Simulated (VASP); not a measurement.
Input of a VASP 6.6.1 run:

The input INCAR:

```
ALGO     = Normal         # electronic algorithm
EDIFF    = 1E-6           # SCF threshold, eV
ENCUT    = 600            # plane-wave cutoff, eV
GGA      = PS             # functional
GGA_COMPAT= F            
ISIF     = 2              # what is computed and relaxed
ISMEAR   = 0              # smearing method
LASPH    = T              # aspherical terms in the spheres
LCHARG   = F              # write CHGCAR
LREAL    = F              # projectors in reciprocal space
LWAVE    = F              # write WAVECAR
NBANDS   = 14             # bands
NELM     = 120            # most SCF steps
PREC     = Accurate       # precision mode
SIGMA    = 0.15           # smearing width, eV
```

File KPOINTS:

```
k-points
0
Gamma
  20 20 20
```

The input POSCAR:

```
AlNi
1.0
    2.9337196908      0.0000000000      0.0000000000
    0.0000000000      2.9337196908      0.0000000000
    0.0000000000      0.0000000000      2.8621655520
Al Ni
1 1
Direct
    0.0000000000      0.0000000000      0.0000000000
    0.5000000000      0.5000000000      0.5000000000
```

Potentials or basis: VASP PAW PBE potentials, release 64 (Al, Ni).

The run is started by

```bash
$ cat potpaw_PBE.64/Al/POTCAR potpaw_PBE.64/Ni/POTCAR > POTCAR
$ mpirun -np 1 vasp_std > vasp.out
```

(1) Predict the band gap on the k mesh.

(2) Predict the pressure.

Results:

(1) zero (an odd number of electrons rules out a gap without spin polarisation).

(2) -7.6 GPa.

Caveat: the cell differs from its parent crystal (strain +0.025 along x and y, +0.000 along z); the cell stands under tension; the PAW data sets were made with another functional, which shifts forces and pressure a little.
